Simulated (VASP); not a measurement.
# FePt (P4/mmm) in VASP: single point with LDA

Aim: the single point of FePt with LDA.

Program: VASP 6.6.1. These are calculated values, not measurements. Logs are shortened: lines on timing, memory, paths and dates and some standing lists are left out, and cuts for length are marked.

**1. The cell of the first run**

Symmetry: P4/mmm, No. 123, tetragonal system. Conventional cell: a = 2.659 Å, b = 2.659 Å, c = 3.682 Å, α = 90.00°, β = 90.00°, γ = 90.00°. Within 3.5 Å of Fe (site symmetry 4/mmm) lie 8 Pt at 2.63 Å and 4 Fe at 2.66 Å. Pt (site symmetry 4/mmm) has 8 Fe at 2.63 Å and 4 Pt at 2.66 Å within 3.5 Å.

**2. Single point, LDA, collinear spin, ferromagnetic start**

The input, INCAR:

```
ALGO = Normal
EDIFF = 1E-7
ENCUT = 520
ISIF = 2
ISMEAR = 0
ISPIN = 2
LASPH = T
LCHARG = F
LMAXMIX = 4
LORBIT = 11
LREAL = F
LWAVE = F
MAGMOM = 3 0.4
NBANDS = 20
NELM = 150
PREC = Accurate
SIGMA = 0.05
```

The input, KPOINTS:

```
k-points
0
Gamma
  16 16 12
```

The input, POSCAR:

```
FePt
1.0
    2.6591575833      0.0000000000      0.0000000000
    0.0000000000      2.6591575833      0.0000000000
    0.0000000000      0.0000000000      3.6822054149
Fe Pt
1 1
Direct
    0.0000000000      0.0000000000      0.0000000000
    0.5000000000      0.5000000000      0.5000000000
```

Potentials or basis: VASP PAW LDA potentials, release 64 (Fe, Pt).

Command:

```bash
cat potpaw_LDA.64/Fe/POTCAR potpaw_LDA.64/Pt/POTCAR > POTCAR
mpirun -np 1 vasp_std > vasp.out
```

OUTCAR:

```text
EDIFF = 1E-7
   ENCUT = 520
   ISIF = 2
   ISMEAR = 0
   ISPIN = 2
   LASPH = T
   LORBIT = 11
   LREAL = F
   NELM = 150
   PREC = Accurate

 ion  position               nearest neighbor table
   1  0.000  0.000  0.000-   2 2.63   2 2.63   2 2.63   2 2.63   2 2.63   2 2.63   2 2.63   2 2.63

   2  0.500  0.500  0.500-   1 2.63   1 2.63   1 2.63   1 2.63   1 2.63   1 2.63   1 2.63   1 2.63

  LATTYP: Found a simple tetragonal cell.
 ALAT       =     2.6591575833
 C/A-ratio  =     1.3847262900

  Lattice vectors:

 A1 = (   2.6591575833,   0.0000000000,   0.0000000000)
 A2 = (   0.0000000000,   2.6591575833,   0.0000000000)
 A3 = (   0.0000000000,   0.0000000000,   3.6822054149)

Analysis of symmetry for initial positions (statically):
=====================================================================
 Subroutine PRICEL returns:
 Original cell was already a primitive cell.

 Routine SETGRP: Setting up the symmetry group for a
 simple tetragonal supercell.

 Subroutine GETGRP returns: Found 16 space group operations
 (whereof 16 operations were pure point group operations)
 out of a pool of 16 trial point group operations.

The static configuration has the point symmetry D_4h.

Analysis of symmetry for dynamics (positions and initial velocities):
=====================================================================
 Subroutine PRICEL returns:
 Original cell was already a primitive cell.

 Routine SETGRP: Setting up the symmetry group for a
 simple tetragonal supercell.

 Subroutine GETGRP returns: Found 16 space group operations
 (whereof 16 operations were pure point group operations)
 out of a pool of 16 trial point group operations.

The dynamic configuration has the point symmetry D_4h.

Analysis of structural, dynamic, and magnetic symmetry:
=====================================================================
 Subroutine PRICEL returns:
 Original cell was already a primitive cell.

 Routine SETGRP: Setting up the symmetry group for a
 simple tetragonal supercell.

 Subroutine GETGRP returns: Found 16 space group operations
 (whereof 16 operations were pure point group operations)
 out of a pool of 16 trial point group operations.

The overall configuration has the point symmetry D_4h.

 Subroutine INISYM returns: Found 16 space group operations
 (whereof 16 operations are pure point group operations),
 and found     1 'primitive' translations

----------------------------------------------------------------------------------------
[... 109 lines left out ...]
   EFERMI_NEDOS =   21; number of points for ismear=-14 and -15
   IALGO  =     38    algorithm
   IMIX   =      4    mixing-type and parameters
     AMIX     =   0.40;   BMIX     =  1.00
     AMIX_MAG =   1.60;   BMIX_MAG =  1.00
  volume/ion in A,a.u.               =      13.02        87.85
  Fermi-wavevector in a.u.,A,eV,Ry     =   1.447550  2.735473 28.509666  2.095401
  Thomas-Fermi vector in A             =   2.565492
   LORBIT       =     11    0 simple, 1 ext, 2 COOP (PROOUT), +10 PAW based schemes
   GGA     = CA    functional components
   LHFCALC =     F    Hartree Fock is set to
   AEXX    =    0.0000 exact exchange contribution
   IVDW    =     0    specifies the selected vdW correction
   LEPSILON=     F    determine dielectric tensor
   LRPA    =     F    only Hartree local field effects (RPA)
 spin polarized calculation
 Gauss-broadening in eV      SIGMA  =   0.05
  energy-cutoff  :      520.00
  volume of cell :       26.04
 maximum number of plane-waves:       720
 NGX is ok and might be reduce to    20
   NGX =  9   NGY =  9   NGZ = 13

 number of electron      18.0000012 magnetization       3.0488629

 Free energy of the ion-electron system (eV)
  ---------------------------------------------------
  ext. energy  EPLUGINS =         0.00000000
  ---------------------------------------------------
  free energy    TOTEN  =       -17.01464858 eV

  energy without entropy =      -17.01313003  energy(sigma->0) =      -17.01388930

 E-fermi :   9.2968     XC(G=0): -13.6393

 val. band max:        9.2931054913   @ k =   0.4375   0.1875   0.0833
 cond. band min:       9.2995821920   @ k =   0.4375   0.3750   0.0833
 fundamental gap:      0.0064767007
 Fermi energy:         9.2967959916

 spin component 1

 k-point     1 :       0.0000    0.0000    0.0000
  band No.  band energies     occupation
      1      -0.7383      1.00000
      2       2.5843      1.00000
      3       2.6554      1.00000
      4       5.9006      1.00000
      5       5.9006      1.00000
      6       6.4871      1.00000
[... 541 lines left out ...]
     19      31.9434      0.00000
     20      33.1794      0.00000

 [... further k-points ...]

 spin component 2

 k-point     1 :       0.0000    0.0000    0.0000
  band No.  band energies     occupation
      1      -0.5103      1.00000
      2       2.9707      1.00000
      3       3.0702      1.00000
      4       6.7851      1.00000
      5       6.7851      1.00000
      6       8.3476      1.00000
[... 541 lines left out ...]
     19      32.5171      0.00000
     20      33.6664      0.00000

 [... further k-points ...]
[... 5 lines left out ...]
  --------------------------------------------------------------------------------------
  -------------------------------------------------------------------------------------
  Total       -0.0202534     -0.0202534     -0.0131992      0.0000000     -0.0000000      0.0000000
  in kB       -1.2462716     -1.2462716     -0.8121963      0.0000000     -0.0000000      0.0000000
  external PRESSURE =      -1.1015798 kB  Pullay stress =       0.0000000 kB

 VOLUME and BASIS-vectors are now :
 -----------------------------------------------------------------------------
  energy-cutoff  :      520.00
  volume of cell :       26.04
      direct lattice vectors                 reciprocal lattice vectors
     2.659157583  0.000000000  0.000000000     0.376058947  0.000000000  0.000000000
     0.000000000  2.659157583  0.000000000     0.000000000  0.376058947  0.000000000
     0.000000000  0.000000000  3.682205415     0.000000000  0.000000000  0.271576375

 POSITION                                       TOTAL-FORCE (eV/Angst)
 -----------------------------------------------------------------------------------
      0.00000      0.00000      0.00000         0.000000      0.000000      0.000000
      1.32958      1.32958      1.84110         0.000000      0.000000      0.000000
 -----------------------------------------------------------------------------------
    total drift:                               -0.000000      0.000000      0.000000

  FREE ENERGIE OF THE ION-ELECTRON SYSTEM (eV)
  ---------------------------------------------------
  free  energy   TOTEN  =       -17.0146485837 eV

  energy  without entropy=      -17.0131300261  energy(sigma->0) =      -17.01388930

 total charge

# of ion       s       p       d       tot
------------------------------------------
    1        0.431   0.496   6.216   7.144
    2        0.745   0.733   8.089   9.566
--------------------------------------------------
tot          1.177   1.229  14.305  16.710

 magnetization (x)

# of ion       s       p       d       tot
------------------------------------------
    1        0.000  -0.001   2.667   2.666
    2       -0.021  -0.054   0.402   0.327
--------------------------------------------------
tot         -0.021  -0.055   3.069   2.994
```

stdout:

```text
POSCAR found type information on POSCAR FePt
 POSCAR found :  2 types and       2 ions
 scaLAPACK will be used
 LDA part: xc-table for (Slater(with rela. corr.)+CA(PZ))
 , standard interpolation
 POSCAR, INCAR and KPOINTS ok, starting setup
 FFT: planning ... GRIDC
 FFT: planning ... GRID_SOFT
 FFT: planning ... GRID
 WAVECAR not read
 entering main loop
```

Wall time 2.7 min (1 thread of Intel Xeon Platinum 8488C (Sapphire Rapids), shared host); peak memory 0.34 GiB.

What came out:

```
Free energy                                           : -17.0146 eV
Pressure                                              : -0.1 GPa
Net moment                                            : 3.05 μB per cell
Site moments                                          : Fe +2.67; Pt +0.33 μB
Valence electrons inside the program's atomic spheres : Fe 7.14; Pt 9.57
```

Caveat: spin-orbit coupling is left out, which moves the levels of the heavy elements.
